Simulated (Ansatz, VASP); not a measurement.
**Two plane-wave programs on La**

Contents of INCAR:

```
ALGO = Normal ; EDIFF = 1E-6
ENCUT = 520 ; GGA = PS
ISIF = 2 ; ISMEAR = -1
LASPH = T ; LCHARG = F
LREAL = F ; LWAVE = F
NBANDS = 30 ; NELM = 100
PREC = Accurate ; SIGMA = 0.1
```

The input KPOINTS:

```
k-points
0
Gamma
  13 13 4
```

POSCAR

```
La
1.0
    3.7134187164      0.0000000000      0.0000000000
   -1.8567093582      3.2159149433      0.0000000000
    0.0000000000      0.0000000000     11.9113662506
La
4
Direct
    0.0000000000      0.0000000000      1.0000000000
    1.0000000000      0.0000000000      0.5000000000
    0.3333333333      0.6666666667      0.7500000000
    0.6666666667      0.3333333333      0.2500000000
```

Input for Ansatz:

```yaml
crystal:
  lattice:
    - [3.7134186885, 0.0, 0.0]
    - [-1.8567093442, 3.2159149191, 0.0]
    - [0.0, 0.0, 11.9113662097]
  atoms:
    - { symbol: La, position: [0.0, 0.0, 1.0] }
    - { symbol: La, position: [0.0, 1.0, 0.5] }
    - { symbol: La, position: [0.3333333333, 0.6666666667, 0.75] }
    - { symbol: La, position: [0.6666666667, 0.3333333333, 0.25] }
hamiltonian:
  xc: pbesol
  pseudopotentials:
    kind: paw
    azcp:
      La: "pseudopotentials/La.paw.azcp"
basis:
  ecutwfc: 420
  fft_grid_basis: typed
kpoints:
  mp_grid: { grid: [13, 13, 4], shift: [0, 0, 0] }
magnetization:
  spin_polarized: false
scf:
  occupations: { method: fermi_dirac, width: 0.1 }
output:
  stress: true
```

Alike in both runs: task single point; functional PBEsol; k mesh 13 × 13 × 4; occupations fermi-dirac, width 0.1 eV; no spin polarisation.

|  | VASP | Ansatz |
| --- | --- | --- |
| version | VASP 6.6.1 | Ansatz 0.2.0 |
| potentials or method | VASP PAW PBE potentials, release 64 (La), cutoff 520 eV | plane waves (420 eV) with PAW, scalar-relativistic |
| valence electrons in the cell | 44 | 44 |

|  | VASP | Ansatz | Ansatz less VASP |
| --- | --- | --- | --- |
| pressure (GPa) | -1.0 | -1.1 | -0.05 |
| traceless stress, the component that is largest in VASP (GPa) | 0.08 | 0.09 | +0.003 |

VASP's potentials were made for PBE, not for PBEsol, and Ansatz warns of the same on its side. The functional is the same, so the differences come from potentials, cutoffs and numerics.

Spin-orbit coupling is off throughout.
